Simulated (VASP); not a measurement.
# Cu (Cmce) in VASP: notebook

The runs below take Cu through relaxation of cell and atoms, single point, with PBEsol.

Program: VASP 6.6.1. These are calculated values, not measurements. Logs are shortened: lines on timing, memory, paths and dates and some standing lists are left out, and cuts for length are marked.

## (1) The cell of the first run

The structure is orthorhombic, space group Cmce (No. 64). Conventional cell: a = 2.836 Å, b = 8.997 Å, c = 3.753 Å, α = 90.00°, β = 90.00°, γ = 90.00°. Cu (site symmetry m) has 3 Cu at 1.86 to 1.89 Å within 2.5 Å.

## (2) Relaxation of cell and atoms, PBEsol

Contents of INCAR:

```
  PREC = Accurate
  ENCUT = 600
  EDIFF = 1E-7
  ISMEAR = 0
  SIGMA = 0.1
  LREAL = F
  LASPH = T
  NELM = 100
  ALGO = Normal
  ISIF = 3
  LWAVE = F
  LCHARG = F
  GGA = PS
  IBRION = 2
  NSW = 90
  EDIFFG = -0.04
```

Contents of KPOINTS:

```
regular mesh
0
Gamma
  6 6 4
```

Contents of POSCAR:

```
Cu
1.0
    1.4180567933     -4.4983674713      0.0000000000
    1.4180567933      4.4983674713      0.0000000000
    0.0000000000      0.0000000000      3.7529237189
Cu
4
Direct
    0.0980000000      0.9020000000      0.9100000000
    0.5980000000      0.4020000000      0.5900000000
    0.9020000000      0.0980000000      0.0900000000
    0.4020000000      0.5980000000      0.4100000000
```

Potentials or basis: VASP PAW PBE potentials, release 64 (Cu).

The run is started by

```bash
> cat potpaw_PBE.64/Cu/POTCAR > POTCAR
> mpirun -np 1 vasp_std > vasp.out
```

OUTCAR:

```text
PREC = Accurate
   ENCUT = 600
   EDIFF = 1E-7
   ISMEAR = 0
   LREAL = F
   LASPH = T
   NELM = 100
   ISIF = 3
   GGA = PS
   IBRION = 2
   NSW = 90
   EDIFFG = -0.04

 ion  position               nearest neighbor table
   1  0.098  0.902  0.910-   2 1.86   2 1.86   3 1.89
   2  0.598  0.402  0.590-   1 1.86   1 1.86   4 1.89
   3  0.902  0.098  0.090-   4 1.86   4 1.86   1 1.89
   4  0.402  0.598  0.410-   3 1.86   3 1.86   2 1.89

  LATTYP: Found a base centered orthorhombic cell.
 ALAT       =     2.8361135866
 B/A-ratio  =     3.1722054381
 C/A-ratio  =     1.3232628399

  Lattice vectors:

 A1 = (   1.4180567933,  -4.4983674713,   0.0000000000)
 A2 = (   1.4180567933,   4.4983674713,   0.0000000000)
 A3 = (   0.0000000000,   0.0000000000,   3.7529237189)

Analysis of symmetry for initial positions (statically):
=====================================================================
 Subroutine PRICEL returns:
 Original cell was already a primitive cell.

 Routine SETGRP: Setting up the symmetry group for a
 base centered orthorhombic supercell.

 Subroutine GETGRP returns: Found  8 space group operations
 (whereof  4 operations were pure point group operations)
 out of a pool of  8 trial point group operations.

The static configuration has the point symmetry C_2h.
 The point group associated with its full space group is D_2h.

Analysis of symmetry for dynamics (positions and initial velocities):
=====================================================================
 Subroutine PRICEL returns:
 Original cell was already a primitive cell.

 Routine SETGRP: Setting up the symmetry group for a
 base centered orthorhombic supercell.

 Subroutine GETGRP returns: Found  8 space group operations
 (whereof  4 operations were pure point group operations)
 out of a pool of  8 trial point group operations.

The dynamic configuration has the point symmetry C_2h.
 The point group associated with its full space group is D_2h.

 Subroutine INISYM returns: Found  8 space group operations
 (whereof  4 operations are pure point group operations),
 and found     1 'primitive' translations

----------------------------------------------------------------------------------------

                                     Primitive cell

  volume of cell :      47.8794

  direct lattice vectors                    reciprocal lattice vectors
     1.418056793 -4.498367471  0.000000000     0.352595187 -0.111151435  0.000000000
     1.418056793  4.498367471  0.000000000     0.352595187  0.111151435  0.000000000
     0.000000000  0.000000000  3.752923719     0.000000000  0.000000000  0.266458920

  length of vectors
     4.716587217  4.716587217  3.752923719     0.369699888  0.369699888  0.266458920

  position of ions in fractional coordinates (direct lattice)
     0.098000000  0.902000000  0.910000000
     0.598000000  0.402000000  0.590000000
     0.902000000  0.098000000  0.090000000
     0.402000000  0.598000000  0.410000000

  ion indices of the primitive-cell ions
   primitive index   ion index
                 1           1
                 2           2
                 3           3
                 4           4

----------------------------------------------------------------------------------------

 KPOINTS: regular mesh

Automatic generation of k-mesh.
 Grid dimensions read from file:
 generate k-points for:    6    6    4

 Generating k-lattice:

  Cartesian coordinates                     Fractional coordinates (reciprocal lattice)
     0.058765864 -0.018525239  0.000000000     0.166666667  0.000000000  0.000000000
     0.058765864  0.018525239  0.000000000     0.000000000  0.166666667  0.000000000
     0.000000000  0.000000000  0.066614730     0.000000000  0.000000000  0.250000000

  Length of vectors
     0.061616648  0.061616648  0.066614730

  Shift w.r.t. Gamma in fractional coordinates (k-lattice)
     0.000000000  0.000000000  0.000000000

 Subroutine IBZKPT returns following result:
 ===========================================

 Found     39 irreducible k-points:

 Following reciprocal coordinates:
            Coordinates               Weight
  0.000000  0.000000  0.000000      1.000000
  0.166667 -0.000000  0.000000      4.000000
  0.333333 -0.000000  0.000000      4.000000
  0.500000 -0.000000  0.000000      2.000000
  0.166667  0.166667  0.000000      2.000000
  0.333333  0.166667  0.000000      4.000000
[... 16 lines left out ...]
  0.333333  0.333333  0.250000      4.000000
  0.500000  0.333333  0.250000      8.000000
 [... further k-points ...]
   k-points           NKPTS =     39   k-points in BZ     NKDIM =     39   number of bands    NBANDS=     26
   number of dos      NEDOS =    301   number of ions     NIONS =      4
   total plane-waves  NPLWV =  48000
   dimension x,y,z NGX =    40 NGY =   40 NGZ =   30
   dimension x,y,z NGXF=    80 NGYF=   80 NGZF=   60
   ions per type =               4
   NGX,Y,Z   is equivalent  to a cutoff of  14.10, 14.10, 13.29 a.u.
   NGXF,Y,Z  is equivalent  to a cutoff of  28.20, 28.20, 26.58 a.u.
 SYSTEM =  unknown system
   PREC   = accura    normal or accurate (medium, high low for compatibility)
   ISTART =      0    job   : 0-new  1-cont  2-samecut
   ICHARG =      2    charge: 1-file 2-atom 10-const
   ISPIN  =      1    spin polarized calculation?
   LNONCOLLINEAR =      F non collinear calculations
   LSORBIT =      F    spin-orbit coupling
   LASPH  =      T    aspherical Exc in radial PAW
   ENCUT  =  600.0 eV  44.10 Ry    6.64 a.u.   9.42  9.42  7.50*2*pi/ulx,y,z
   NELM   =    100;   NELMIN=  2; NELMDL= -5     # of ELM steps
   EDIFF  = 0.1E-06   stopping-criterion for ELM
   LREAL  =      F    real-space projection
   EDIFFG = -.4E-01   stopping-criterion for IOM
   NSW    =     90    number of steps for IOM
   IBRION =      2    ionic relax: 0-MD 1-quasi-New 2-CG
   NFREE  =      1    steps in history (QN), initial steepest desc. (CG)
   ISIF   =      3    stress and relaxation
   ISYM   =      2    0-nonsym 1-usesym 2-fastsym
   POTIM  = 0.5000    time-step for ionic-motion
   TEBEG  =    0.0;   TEEND  =   0.0 temperature during run
   PSTRESS=    0.0 pullay stress
   NELECT =      44.0000    total number of electrons
   NUPDOWN=      -1.0000    fix difference up-down
   EMIN   =  10.00;   EMAX   =-10.00  energy-range for DOS
   EFERMI =   0.00;   METHOD = LEGACY
   ISMEAR =     0;   SIGMA  =   0.10  broadening in eV -4-tet -1-fermi 0-gaus
   EFERMI_NEDOS =   21; number of points for ismear=-14 and -15
   IALGO  =     38    algorithm
   IMIX   =      4    mixing-type and parameters
     AMIX     =   0.40;   BMIX     =  1.00
     AMIX_MAG =   1.60;   BMIX_MAG =  1.00
  volume/ion in A,a.u.               =      11.97        80.78
  Fermi-wavevector in a.u.,A,eV,Ry     =   1.591633  3.007750 34.467583  2.533296
  Thomas-Fermi vector in A             =   2.690143
   LORBIT       =      0    0 simple, 1 ext, 2 COOP (PROOUT), +10 PAW based schemes
   GGA     = PS    functional components
   LHFCALC =     F    Hartree Fock is set to
   AEXX    =    0.0000 exact exchange contribution
   IVDW    =     0    specifies the selected vdW correction
   LEPSILON=     F    determine dielectric tensor
   LRPA    =     F    only Hartree local field effects (RPA)
 conjugate gradient relaxation of ions
 non-spin polarized calculation
 Gauss-broadening in eV      SIGMA  =   0.10
  energy-cutoff  :      600.00
  volume of cell :       47.88
 maximum number of plane-waves:      1627
 NGX is ok and might be reduce to    40
   NGX = 19   NGY = 19   NGZ = 15

--------------------------------------- Ionic step        1  -------------------------------------------

 number of electron      43.9999997 magnetization

 Free energy of the ion-electron system (eV)
  ---------------------------------------------------
  ext. energy  EPLUGINS =         0.00000000
  ---------------------------------------------------
  free energy    TOTEN  =        -6.56652351 eV

  energy without entropy =       -6.56539503  energy(sigma->0) =       -6.56595927

------------------------ aborting loop because EDIFF is reached ----------------------------------------

  FORCE on cell =-STRESS in cart. coord.  units (eV):
  Direction    XX          YY          ZZ          XY          YZ          ZX
  --------------------------------------------------------------------------------------
  -------------------------------------------------------------------------------------
  Total       34.9338972     21.0325721     27.6736113      0.0000000      0.0000000      0.0000000
  in kB     1168.9860625    703.8087801    926.0365574      0.0000000      0.0000000      0.0000000
  external PRESSURE =     932.9438000 kB  Pullay stress =       0.0000000 kB
[... 95 lines left out ...]
  FREE ENERGIE OF THE ION-ELECTRON SYSTEM (eV)
  ---------------------------------------------------
  free  energy   TOTEN  =       -10.3462816757 eV

  energy  without entropy=      -10.3385358275  energy(sigma->0) =      -10.34240875

 E-fermi :   1.5184     XC(G=0):  -9.4162

 val. band max:        1.5128858716   @ k =  -0.3333   0.1667   0.2500
 cond. band min:       1.5890537903   @ k =   0.3333   0.1667   0.5000
 fundamental gap:      0.0761679186
 Fermi energy:         1.5183767207

 k-point     1 :       0.0000    0.0000    0.0000
  band No.  band energies     occupation
      1      -3.9040      2.00000
      2      -1.0338      2.00000
      3      -0.8830      2.00000
      4      -0.7418      2.00000
      5      -0.5802      2.00000
      6      -0.5476      2.00000
[... 685 lines left out ...]
     25       4.8746      0.00000
     26       8.4790      0.00000

 [... further k-points ...]

 E-fermi :   4.1247     XC(G=0): -11.1869

 val. band max:        4.1046555910   @ k =   0.1667  -0.0000   0.0000
 cond. band min:       4.3510428529   @ k =   0.3333   0.3333   0.5000
 fundamental gap:      0.2463872619
 Fermi energy:         4.1247267953

 k-point     1 :       0.0000    0.0000    0.0000
  band No.  band energies     occupation
      1      -3.1041      2.00000
      2       0.4750      2.00000
      3       0.5685      2.00000
      4       0.8616      2.00000
      5       0.9634      2.00000
      6       1.0929      2.00000
[... 685 lines left out ...]
     25       9.0248      0.00000
     26      12.1134      0.00000

 [... further k-points ...]

[... ionic steps 4 to 21 ...]

--------------------------------------- Ionic step       22  -------------------------------------------

 number of electron      43.9999994 magnetization

------------------------ aborting loop because EDIFF is reached ----------------------------------------

  FORCE on cell =-STRESS in cart. coord.  units (eV):
  Direction    XX          YY          ZZ          XY          YZ          ZX
  --------------------------------------------------------------------------------------
  -------------------------------------------------------------------------------------
  Total       -0.3213062     -0.1260480     -0.2348931      0.0000000     -0.0000000      0.0000000
  in kB      -10.7075860     -4.2005717     -7.8278548      0.0000000     -0.0000000      0.0000000
  external PRESSURE =      -7.5786708 kB  Pullay stress =       0.0000000 kB
[... 61 lines left out ...]
  energy  without entropy=      -16.4658642483  energy(sigma->0) =      -16.47022712

--------------------------------------- Ionic step       24  -------------------------------------------

 number of electron      43.9999984 magnetization

 Free energy of the ion-electron system (eV)
  ---------------------------------------------------
  ext. energy  EPLUGINS =         0.00000000
  ---------------------------------------------------
  free energy    TOTEN  =       -16.47576544 eV

  energy without entropy =      -16.46653785  energy(sigma->0) =      -16.47115165

 E-fermi :   7.1306     XC(G=0): -12.8024

 val. band max:        7.1067928013   @ k =   0.0000   0.0000   0.2500
 cond. band min:       7.1379747409   @ k =   0.1667  -0.0000   0.0000
 fundamental gap:      0.0311819396
 Fermi energy:         7.1306104137

 k-point     1 :       0.0000    0.0000    0.0000
  band No.  band energies     occupation
      1      -2.0591      2.00000
      2       2.1149      2.00000
      3       2.1929      2.00000
      4       2.4863      2.00000
      5       2.8780      2.00000
      6       3.3884      2.00000
[... 685 lines left out ...]
     25      15.7180      0.00000
     26      16.2401      0.00000

 [... further k-points ...]
[... 5 lines left out ...]
  --------------------------------------------------------------------------------------
  -------------------------------------------------------------------------------------
  Total       -0.1208939     -0.0286093      0.0979960      0.0000000     -0.0000000      0.0000000
  in kB       -4.0493547     -0.9582704      3.2823842      0.0000000     -0.0000000      0.0000000
  external PRESSURE =      -0.5750803 kB  Pullay stress =       0.0000000 kB
[... 19 lines left out ...]
  FREE ENERGIE OF THE ION-ELECTRON SYSTEM (eV)
  ---------------------------------------------------
  free  energy   TOTEN  =       -16.4757654398 eV

  energy  without entropy=      -16.4665378545  energy(sigma->0) =      -16.47115165

 reached required accuracy - stopping structural energy minimisation
```

Run time: 8.4 min. Hardware: 1 thread of Intel Xeon 6975P-C (Granite Rapids), shared host; peak memory 0.24 GiB.

What came out:

```yaml
Free_energy: -16.4758 eV
Relaxed_volume: 11.96 Å³/atom
Relaxed_cell: a = 4.645 Å, b = 4.645 Å, c = 4.164 Å, α = 90.00°, β = 90.00°, γ = 147.83°
Space_group_after_relaxing_to_0.05_Å: Fmmm (No. 69)
Energy_gained_by_relaxing: 2477.3 meV/atom
Ionic_steps: 24
Pressure_after_relaxing: -0.1 GPa
Largest_force_after_relaxing: 0.016 eV/Å
Band_gap_on_the_k_mesh: zero (band 22 reaches 10.04 eV, above the bottom of band 23 at 5.67 eV)
```

Forces in eV/Å, atoms in the order of the input:
```
Cu   0.000  0.014  0.007
Cu   0.000  0.014 -0.007
Cu   0.000 -0.014 -0.007
Cu   0.000 -0.014  0.007
```

Stress tensor (GPa, compression positive):
```
-0.40  0.00  0.00
 0.00 -0.10  0.00
 0.00  0.00  0.33
```

Step by step:
| step | energy change (eV) | largest force (eV/Å) | pressure (GPa) | volume (Å³) |
| --- | --- | --- | --- | --- |
| 1 | 0.0000 | 11.8306 | 93.29 | 47.88 |
| 2 | -2.7998 | 0.4351 | -14.11 | 113.79 |
| 3 | -3.7798 | 0.2576 | -16.18 | 102.27 |
| 4 | -4.7864 | 0.1738 | -18.37 | 92.42 |
| 5 | -7.5097 | 0.9613 | -16.10 | 67.77 |
| 6 | -7.3928 | 3.2619 | 2.63 | 57.26 |
| 7 | -7.7283 | 1.5833 | -11.63 | 63.48 |
| 8 | -7.7355 | 1.8885 | -9.20 | 61.99 |
| 9 | -8.6966 | 1.6577 | -9.14 | 56.32 |
| 10 | -9.2854 | 0.4614 | 14.96 | 45.56 |
| 11 | -9.4106 | 1.2335 | -1.06 | 49.85 |
| 12 | -9.4537 | 1.0076 | 2.71 | 48.46 |
| 13 | -9.6470 | 1.2080 | 8.85 | 46.41 |
| 14 | -9.7336 | 0.4691 | 4.82 | 47.15 |
| 15 | -9.8310 | 0.0431 | -3.36 | 49.43 |
| 16 | -9.8337 | 0.0753 | -2.30 | 49.07 |
| 17 | -9.8606 | 0.0336 | -0.15 | 48.21 |
| 18 | -9.8662 | 0.0705 | 1.23 | 47.72 |
| 19 | -9.8857 | 0.1005 | 1.24 | 47.64 |
| 20 | -9.8998 | 0.1433 | 1.33 | 47.49 |
| 21 | -9.9007 | 0.1648 | 1.43 | 47.43 |
| 22 | -9.9080 | 0.0495 | -0.76 | 48.08 |
| 23 | -9.9081 | 0.0547 | -0.66 | 48.04 |
| 24 | -9.9092 | 0.0160 | -0.06 | 47.83 |

Final structure:
```
Cu
1.0
     1.28695   -4.46308    0.00000
     1.28695    4.46308    0.00000
     0.00000    0.00000    4.16392
Cu
4
Direct
  0.13320 0.86680 0.99989
  0.63320 0.36680 0.50011
  0.86680 0.13320 0.00011
  0.36680 0.63320 0.49989
```

Levels at points of the mesh, in eV from the Fermi level:
```
           k point  band 18  band 19  band 20  band 21  band 22  band 23  band 24  band 25  band 26
(0.00, 0.00, 0.00)    -1.59    -1.55    -1.31    -1.25    -1.17    -0.79     2.66     3.98     6.10
(0.50, 0.00, 0.00)    -1.97    -1.48    -1.48    -0.03    -0.03     2.87     2.87     7.74     7.74
(0.50, 0.50, 0.00)    -1.73    -1.55    -1.36    -1.33    -1.23     1.99     2.85     4.58     4.61
(0.00, 0.00, 0.50)    -2.19    -1.89    -1.89    -1.87    -1.87     2.21     2.21     3.38     3.38
(0.50, 0.00, 0.50)    -1.40    -1.38    -1.38     0.13     0.13     1.99     1.99     3.69     3.69
(0.50, 0.50, 0.50)    -2.09    -1.66    -1.66    -1.61    -1.61    -1.46    -1.46    11.33    11.33
```

Caveat: the k points lie up to 0.42 Å⁻¹ apart in the final cell; the PAW data sets were made with another functional, which shifts forces and pressure a little.

(Part 1 of 2 ends here.)
